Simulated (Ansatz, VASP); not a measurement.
## One calculation of Pt, two programs

The input INCAR:

```
SYSTEM = Pt
PREC = Accurate
ENCUT = 520
EDIFF = 1E-6
ISMEAR = -1
SIGMA = 0.05
LREAL = .False.
LASPH = .True.
NELM = 100
ALGO = Normal
ISIF = 2
LWAVE = .False.
LCHARG = .False.
GGA = PE
NBANDS = 11
```

The input KPOINTS:

```
regular mesh
0
Gamma
  15 15 15
  0 0 0
```

POSCAR

```
Pt
1.0
   -1.5493196565      1.5493196565      1.5493196565
    1.5493196565     -1.5493196565      1.5493196565
    1.5493196565      1.5493196565     -1.5493196565
Pt
1
Direct
    0.0000000000      0.0000000000      0.0000000000
```

Input for Ansatz:

```yaml
crystal:
  lattice:
    - [-1.5493196565, 1.5493196565, 1.5493196565]
    - [1.5493196565, -1.5493196565, 1.5493196565]
    - [1.5493196565, 1.5493196565, -1.5493196565]
  atoms:
    - { symbol: Pt, position: [0.0, 0.0, 0.0] }
kpoints:
  mp_grid: { grid: [15, 15, 15] }
scf:
  occupations: { method: fermi_dirac, width: 0.05 }
hamiltonian:
  xc: pbe
  pseudopotentials: { kind: all_electron, lapw: { basis_error: 0.0005 } }
output:
  forces: true
  stress: true
  eigenvalues: true
```

Change from the starting cell: volume scaled by 0.9405.

Alike in both runs: task single point; functional PBE; k mesh 15 × 15 × 15; occupations fermi-dirac, width 0.05 eV; no spin polarisation.

|  | VASP | Ansatz |
| --- | --- | --- |
| version | VASP 6.6.1 | Ansatz 0.2.0 |
| potentials or method | VASP PAW PBE potentials, release 64 (Pt), cutoff 520 eV | all-electron LAPW, scalar-relativistic |

|  | VASP | Ansatz | Ansatz less VASP |
| --- | --- | --- | --- |
| pressure (GPa) | 16.7 | 17.2 | +0.49 |

Ansatz ran all-electron here, and VASP with PAW potentials.

Neither program's run includes spin-orbit coupling.
